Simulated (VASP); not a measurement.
# Si20NiH8 in VASP: notebook, part 2 of 2

VASP 6.6.1. The steps go on from the part before.

## (4) Single point, PBE, collinear spin, ferromagnetic start

Input file INCAR:

```
SYSTEM = Si20NiH8
PREC = Accurate ; ENCUT = 520
EDIFF = 1E-6 ; ISMEAR = -1
SIGMA = 0.02 ; LREAL = Auto
LASPH = .True. ; NELM = 150
ALGO = Normal ; ISIF = 2
LWAVE = .False. ; LCHARG = .False.
ISPIN = 2 ; MAGMOM = 0 0 0 0 0 0 0 0 0 0 0 0 0 0 0 0 0 0 0 0 0 0 0 0 0 0 0 0 1
LORBIT = 11 ; LMAXMIX = 4
GGA = PE ; NBANDS = 73
```

Input file KPOINTS:

```
Automatic mesh
0
Gamma
  1 1 1
  0 0 0
```

Input file POSCAR:

```
Si20NiH8
1.0
    7.6791800000      0.0000000000      0.0000000000
    0.0000000000      7.6791800000      0.0000000000
    0.0000000000      0.0000000000     17.2555000000
H Si Ni
8 20 1
Direct
    0.4093926695      0.0000000000      0.0579525369
    0.0906086327      0.0000000000      0.0579525369
    0.9093939718      0.0000000000      0.0579525369
    0.5906099349      0.0000000000      0.0579525369
    0.4093926695      0.5000013022      0.0579525369
    0.0906086327      0.5000013022      0.0579525369
    0.9093939718      0.5000013022      0.0579525369
    0.5906099349      0.5000013022      0.0579525369
    0.2500006511      0.0000000000      0.1081104575
    0.7500019533      0.0000000000      0.1081104575
    0.2500006511      0.5000013022      0.1081104575
    0.7500019533      0.5000013022      0.1081104575
    0.2653408307      0.2474352730      0.1820520993
    0.7460171529      0.2660700752      0.1735098954
    0.2555481184      0.7478011975      0.2067862421
    0.7650816884      0.7363155962      0.1819303990
   -0.0124101792      0.1331261932      0.2392454580
    0.4953002795      0.1969871783      0.2553446727
    0.0477915611      0.6648626546      0.3059662137
    0.5181152154      0.7631023104      0.2735475645
   -0.0773910756     -0.0821181428      0.3983831242
    0.6587812761     -0.0372305376      0.3487931384
   -0.0048833339      0.3834654221      0.3430906088
    0.5478189077      0.4909117901      0.3481266842
    0.3628772864      0.1063394790      0.4957144099
    0.6833542123      0.0653455187      0.4791399844
    0.3337465719      0.2981177678      0.3946220046
    0.8105813381      0.3878278670      0.4436962128
    1.1045840832      1.1631189788      0.3855002753
```

Potentials or basis: VASP PAW PBE potentials, release 64 (H, Si, Ni).

On the command line:

```console
cat potpaw_PBE.64/H/POTCAR potpaw_PBE.64/Si/POTCAR potpaw_PBE.64/Ni/POTCAR > POTCAR
mpirun -np 1 vasp_gam > vasp.out
```

OUTCAR:

```text
SYSTEM = Si20NiH8
   PREC = Accurate
   ENCUT = 520
   EDIFF = 1E-6
   ISMEAR = -1
   LREAL = Auto
   LASPH = .True.
   NELM = 150
   ISIF = 2
   ISPIN = 2
   LORBIT = 11
   GGA = PE

 ion  position               nearest neighbor table
   1  0.409  0.000  0.058-   9 1.50
   2  0.091  0.000  0.058-   9 1.50
   3  0.909  0.000  0.058-  10 1.50
   4  0.591  0.000  0.058-  10 1.50
   5  0.409  0.500  0.058-  11 1.50
   6  0.091  0.500  0.058-  11 1.50
   7  0.909  0.500  0.058-  12 1.50
   8  0.591  0.500  0.058-  12 1.50
   9  0.250  0.000  0.108-   1 1.50   2 1.50  13 2.29  15 2.58
  10  0.750  0.000  0.108-   4 1.50   3 1.50  14 2.33  16 2.40  17 3.08
  11  0.250  0.500  0.108-   5 1.50   6 1.50  13 2.32  15 2.55
  12  0.750  0.500  0.108-   8 1.50   7 1.50  14 2.12  16 2.22
  13  0.265  0.247  0.182-  18 2.21   9 2.29  11 2.32  17 2.51
  14  0.746  0.266  0.174-  12 2.12  10 2.33  17 2.40  18 2.45
  15  0.256  0.748  0.207-  20 2.33  19 2.42  11 2.55   9 2.58
  16  0.765  0.736  0.182-  12 2.22  10 2.40  20 2.48  19 3.10
  17  0.988  0.133  0.239-  14 2.40  13 2.51  23 2.63  29 2.69  10 3.08
  18  0.495  0.197  0.255-  13 2.21  14 2.45  22 2.72  24 2.80  27 2.81
  19  0.048  0.665  0.306-  23 2.29  15 2.42  21 2.69  16 3.10
  20  0.518  0.763  0.274-  22 2.28  15 2.33  24 2.47  16 2.48
  21  0.923  0.918  0.398-  22 2.23  29 2.36  26 2.57  19 2.69
  22  0.659  0.963  0.349-  21 2.23  20 2.28  26 2.39  18 2.72
  23  0.995  0.383  0.343-  29 2.03  28 2.24  19 2.29  17 2.63  27 2.83
  24  0.548  0.491  0.348-  27 2.35  20 2.47  28 2.72  18 2.80
  25  0.363  0.106  0.496-  27 2.29  26 2.50  29 2.78
  26  0.683  0.065  0.479-  22 2.39  25 2.50  21 2.57  28 2.73
  27  0.334  0.298  0.395-  29 2.05  25 2.29  24 2.35  18 2.81  23 2.83
  28  0.811  0.388  0.444-  23 2.24  24 2.72  26 2.73  29 3.01
  29  0.105  0.163  0.386-  23 2.03  27 2.05  21 2.36  17 2.69  25 2.78  28 3.01

  LATTYP: Found a simple tetragonal cell.
 ALAT       =     7.6791800000
 C/A-ratio  =     2.2470498152

  Lattice vectors:

 A1 = (   7.6791800000,   0.0000000000,   0.0000000000)
 A2 = (   0.0000000000,   7.6791800000,   0.0000000000)
 A3 = (   0.0000000000,   0.0000000000,  17.2555000000)

Analysis of symmetry for initial positions (statically):
=====================================================================
 Subroutine PRICEL returns:
 Original cell was already a primitive cell.

 Routine SETGRP: Setting up the symmetry group for a
 simple tetragonal supercell.

 Subroutine GETGRP returns: Found  1 space group operations
 (whereof  1 operations were pure point group operations)
 out of a pool of 16 trial point group operations.

The static configuration has the point symmetry C_1 .

Analysis of symmetry for dynamics (positions and initial velocities):
=====================================================================
 Subroutine PRICEL returns:
 Original cell was already a primitive cell.

 Routine SETGRP: Setting up the symmetry group for a
 simple tetragonal supercell.

 Subroutine GETGRP returns: Found  1 space group operations
 (whereof  1 operations were pure point group operations)
 out of a pool of 16 trial point group operations.

The dynamic configuration has the point symmetry C_1 .

Analysis of structural, dynamic, and magnetic symmetry:
=====================================================================
 Subroutine PRICEL returns:
 Original cell was already a primitive cell.

 Routine SETGRP: Setting up the symmetry group for a
 simple tetragonal supercell.
[... 150 lines left out ...]
   ISMEAR =    -1;   SIGMA  =   0.02  broadening in eV -4-tet -1-fermi 0-gaus
   EFERMI_NEDOS =   21; number of points for ismear=-14 and -15
   IALGO  =     38    algorithm
   IMIX   =      4    mixing-type and parameters
     AMIX     =   0.40;   BMIX     =  1.00
     AMIX_MAG =   1.60;   BMIX_MAG =  1.00
  volume/ion in A,a.u.               =      35.09       236.79
  Fermi-wavevector in a.u.,A,eV,Ry     =   0.750409  1.418067  7.661617  0.563113
  Thomas-Fermi vector in A             =   1.847153
   LORBIT       =     11    0 simple, 1 ext, 2 COOP (PROOUT), +10 PAW based schemes
   GGA     = PE    functional components
   LHFCALC =     F    Hartree Fock is set to
   AEXX    =    0.0000 exact exchange contribution
   IVDW    =     0    specifies the selected vdW correction
   LEPSILON=     F    determine dielectric tensor
   LRPA    =     F    only Hartree local field effects (RPA)
 spin polarized calculation
  energy-cutoff  :      520.00
  volume of cell :     1017.55
 maximum number of plane-waves:     13701
 NGX is ok and might be reduce to    60
   NGX = 29   NGY = 29   NGZ = 65

 number of electron      97.9999992 magnetization       0.0082142

 number of electron      97.9999992 magnetization      -0.0000186

 Free energy of the ion-electron system (eV)
  ---------------------------------------------------
  ext. energy  EPLUGINS =         0.00000000
  ---------------------------------------------------
  free energy    TOTEN  =      -121.66580297 eV

  energy without entropy =     -121.66575353  energy(sigma->0) =     -121.66577825

 E-fermi :  -0.0641     XC(G=0):  -5.1075

 val. band max:       -0.2594145391   @ k =   0.0000   0.0000   0.0000
 cond. band min:       0.1311886255   @ k =   0.0000   0.0000   0.0000
 fundamental gap:      0.3906031646
 Fermi energy:        -0.0641115264

 spin component 1

 k-point     1 :       0.0000    0.0000    0.0000
  band No.  band energies     occupation
      1     -11.5405      1.00000
      2     -10.7632      1.00000
      3     -10.0526      1.00000
      4      -9.8436      1.00000
      5      -9.5942      1.00000
      6      -9.4775      1.00000
[... 53 lines left out ...]
     60       2.2591      0.00000
     61       2.2616      0.00000
 Fermi energy:        -0.0641115264

 spin component 2

 k-point     1 :       0.0000    0.0000    0.0000
  band No.  band energies     occupation
      1     -11.5405      1.00000
      2     -10.7632      1.00000
      3     -10.0526      1.00000
      4      -9.8436      1.00000
      5      -9.5942      1.00000
      6      -9.4775      1.00000
[... 53 lines left out ...]
     60       2.2591      0.00000
     61       2.2617      0.00000
 [bands above 61 left out]

------------------------ aborting loop because EDIFF is reached ----------------------------------------

  FORCE on cell =-STRESS in cart. coord.  units (eV):
  Direction    XX          YY          ZZ          XY          YZ          ZX
  --------------------------------------------------------------------------------------
  -------------------------------------------------------------------------------------
  Total       15.5608271      8.7053783    -12.1933402      2.2551782      2.8441466     -1.7073701
  in kB       24.5011244     13.7069550    -19.1988861      3.5508653      4.4782189     -2.6883203
  external PRESSURE =       6.3363978 kB  Pullay stress =       0.0000000 kB

 VOLUME and BASIS-vectors are now :
 -----------------------------------------------------------------------------
  energy-cutoff  :      520.00
  volume of cell :     1017.55
      direct lattice vectors                 reciprocal lattice vectors
     7.679180000  0.000000000  0.000000000     0.130222237  0.000000000  0.000000000
     0.000000000  7.679180000  0.000000000     0.000000000  0.130222237  0.000000000
     0.000000000  0.000000000 17.255500000     0.000000000  0.000000000  0.057952537

 POSITION                                       TOTAL-FORCE (eV/Angst)
 -----------------------------------------------------------------------------------
      3.14380      0.00000      1.00000        -0.786135     -0.344143     -0.044764
      0.69580      0.00000      1.00000         0.848210     -0.161130      0.138254
      6.98340      0.00000      1.00000        -0.885844      0.069169     -0.047143
      4.53540      0.00000      1.00000         0.694699     -0.281099      0.067152
      3.14380      3.83960      1.00000        -0.844165      0.099393      0.034006
      0.69580      3.83960      1.00000         0.797709      0.097317      0.260299
[... 21 lines left out ...]
      6.22460      2.97820      7.65620        -1.870249      0.072563      0.812914
      0.80312      1.25262      6.65200        -1.089810     -2.944279      1.063707
 -----------------------------------------------------------------------------------
    total drift:                                0.001036     -0.004671      0.022023

  FREE ENERGIE OF THE ION-ELECTRON SYSTEM (eV)
  ---------------------------------------------------
  free  energy   TOTEN  =      -121.6658029681 eV

  energy  without entropy=     -121.6657535258  energy(sigma->0) =     -121.66577825

 total charge

# of ion       s       p       d       tot
------------------------------------------
    1        0.575   0.018   0.000   0.594
    2        0.572   0.019   0.000   0.590
    3        0.574   0.018   0.000   0.593
    4        0.570   0.019   0.000   0.588
    5        0.571   0.019   0.000   0.590
    6        0.566   0.019   0.000   0.585
[... 21 lines left out ...]
   28        0.868   0.715   0.000   1.583
   29        0.515   0.530   8.507   9.552
--------------------------------------------------
tot         20.602  18.198   8.507  47.308

 magnetization (x)

# of ion       s       p       d       tot
------------------------------------------
    1       -0.000   0.000   0.000  -0.000
    2        0.000  -0.000   0.000   0.000
    3        0.000  -0.000   0.000   0.000
    4        0.000  -0.000   0.000   0.000
    5        0.000  -0.000   0.000   0.000
    6        0.000  -0.000   0.000   0.000
[... 21 lines left out ...]
   28        0.000  -0.000   0.000  -0.000
   29        0.000  -0.000   0.000   0.000
--------------------------------------------------
tot          0.000   0.000   0.000   0.000
```

Wall time 6.9 min (1 thread of Intel Xeon Platinum 8488C (Sapphire Rapids), shared host); peak memory 1.2 GiB.

Results:

```
Free energy                                           : -121.6658 eV
Largest force                                         : 3.879 eV/Å
Band gap on the k mesh                                : 0.39 eV
Net moment                                            : 0.00 μB per cell
Valence electrons inside the program's atomic spheres : H 0.59, 0.58; Si 1.71, 1.73, 1.84, 1.72, 1.74, 1.60, 1.65, 1.58, 1.63, 1.64, 1.69, 1.57, 1.56, 1.68; Ni 9.55
```

Forces in eV/Å, atoms in the order of the input:
```
H   -0.786 -0.344 -0.045
H    0.848 -0.161  0.138
H   -0.886  0.069 -0.047
H    0.695 -0.281  0.067
H   -0.844  0.099  0.034
H    0.798  0.097  0.260
H   -0.806 -0.005 -0.048
H    0.765 -0.016 -0.060
Si   0.029 -0.709  0.650
Si   0.452 -0.330  0.020
Si   0.558  0.524  1.014
Si  -0.001  1.503 -1.881
Si  -2.142 -0.445 -0.472
Si  -0.450 -2.904  2.532
Si  -0.236  0.025 -0.968
Si   0.248  1.472  1.551
Si   0.678  0.433  0.475
Si   1.912  0.724  1.144
Si  -0.893  1.224 -1.168
Si   0.834 -1.448 -0.195
Si   1.476 -0.926 -0.816
Si  -2.069  1.079 -1.001
Si   0.135  1.853 -2.187
Si   0.475 -0.509  0.567
Si   0.144 -0.581 -0.785
Si  -0.367  1.190 -0.288
Si   2.392  1.238 -0.369
Si  -1.870  0.073  0.813
Ni  -1.090 -2.944  1.064
```

Caveat: the k points lie up to 0.82 Å⁻¹ apart.
